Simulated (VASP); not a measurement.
Write the native input for VASP 6.6.1 that does the following.

```yaml
Task: single point
Functional: PBE
Potentials_or_basis: VASP PAW PBE potentials, release 64 (Al, H)
Cutoff: 520 eV
k_mesh: 5 × 3 × 1
Occupations: gaussian, width 0.1 eV
Spin: no spin polarisation
Dipole_correction: yes
Further_INCAR_settings: LREAL = Auto; ALGO = Normal; EDIFF = 1e-07; NBANDS = 44
```

The structure of Al9H lies in POSCAR:

```
Al9H
1.0
    5.7070863109      0.0000000000      0.0000000000
   -1.4267715777      9.7014842373      0.0000000000
    0.0000000000      0.0000000000     22.7903703632
Al H
18 2
Direct
    0.2662216041      0.0648864163      0.1755127247
    0.7662216041      0.0648864163      0.1755127247
    0.3354806058      0.3419224231      0.2192029853
    0.8354806058      0.3419224231      0.2192029853
    0.1493324061      0.5973296244      0.2279410374
    0.6493324061      0.5973296244      0.2279410374
    0.4631842064      0.8527368258      0.2366790895
    0.9631842064      0.8527368258      0.2366790895
    0.0319772084      0.1277109167      0.2808262503
    0.5319772084      0.1277109167      0.2808262503
    0.0997917590      0.4042231279      0.3301071124
    0.5997917590      0.4042231279      0.3301071124
    0.4144000530      0.6596656505      0.3369822082
    0.9144000530      0.6596656505      0.3369822082
    0.2263076920      0.9110819249      0.3449259127
    0.7263076920      0.9110819249      0.3449259127
    0.2962427236      0.1814071990      0.3857054635
    0.7962427236      0.1814071990      0.3857054635
    0.2804984929      0.9110819249      0.4475736989
    0.6721168912      0.9110819249      0.4475736989
```

The input as run:

INCAR

```
SYSTEM = Al9H
  PREC = Accurate
  ENCUT = 520
  EDIFF = 1E-7
  ISMEAR = 0
  SIGMA = 0.1
  LREAL = Auto
  LASPH = .TRUE.
  NELM = 60
  ALGO = Normal
  ISIF = 2
  LWAVE = .FALSE.
  LCHARG = .FALSE.
  LDIPOL = .TRUE.
  IDIPOL = 3
  DIPOL = 0.5 0.5 0.299
  GGA = PE
  NBANDS = 44
```

KPOINTS

```
regular mesh
0
G
  5 3 1
  0 0 0
```

Potentials or basis: VASP PAW PBE potentials, release 64 (Al, H).

Run with:

```bash
$ cat potpaw_PBE.64/Al/POTCAR potpaw_PBE.64/H/POTCAR > POTCAR
$ mpirun -np 1 vasp_std > vasp.out
```

Results of the run:

```json
{
  "Largest force": "1.562 eV/Å",
  "Band gap on the k mesh": "zero (bands 28 and 29 overlap by 0.71 eV)"
}
```

It took 14 min on 1 thread of Intel(R) Xeon(R) 6975P-C (Granite Rapids), with other jobs on the host, peak memory 1.2 GiB.
